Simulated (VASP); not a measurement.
A run of VASP 6.6.1 is set up as follows.

File INCAR:

```
PREC = Accurate ; ENCUT = 600
EDIFF = 1E-7 ; ISMEAR = 0
SIGMA = 0.1 ; LREAL = False
LASPH = True ; NELM = 80
ALGO = Normal ; ISIF = 3
LWAVE = False ; LCHARG = False
GGA = PE ; IBRION = 2
NSW = 90 ; EDIFFG = -0.04
```

File KPOINTS:

```
regular mesh
0
Gamma
  4 4 2
```

POSCAR

```
ReAs3Os2
1.0
    3.8504946300      0.0000000000      0.0000000000
    0.0000000000      3.8504946300      0.0000000000
    0.0000000000      0.0000000000      9.0382283100
Re As Os
1 3 2
Direct
    0.5000000000      0.5000000000      0.2748416400
    0.5000000000      0.5000000000      0.9495558600
    0.0000000000      0.0000000000      0.1474218900
    0.5000000000      0.5000000000      0.5601375200
    0.5000000000      0.0000000000      0.5383147000
    0.0000000000      0.5000000000      0.5383147000
```

Potentials or basis: VASP PAW PBE potentials, release 64 (Re, As, Os).

Launch:

```sh
$ cat potpaw_PBE.64/Re/POTCAR potpaw_PBE.64/As/POTCAR potpaw_PBE.64/Os/POTCAR > POTCAR
$ mpirun -np 1 vasp_std > vasp.out
```

(1) Predict the band gap on the k mesh.

(2) Predict the space group after relaxing (to 0.05 Å).

(3) What does it give for the relaxed cell?

(4) Predict the relaxed volume.

Answers

(1) zero (band 19 reaches 4.59 eV, above the bottom of band 20 at 3.58 eV).

(2) P4mm (No. 99).

(3) a = 4.177 Å, b = 4.177 Å, c = 7.828 Å, α = 90.00°, β = 90.00°, γ = 90.00°.

(4) 22.76 Å³/atom.

Caveat: the k points lie up to 0.40 Å⁻¹ apart in the final cell; spin-orbit coupling is left out, which moves the levels of the heavy elements; this functional lacks dispersion, which binds the layers, so the pressure and a relaxed spacing across them are unreliable.
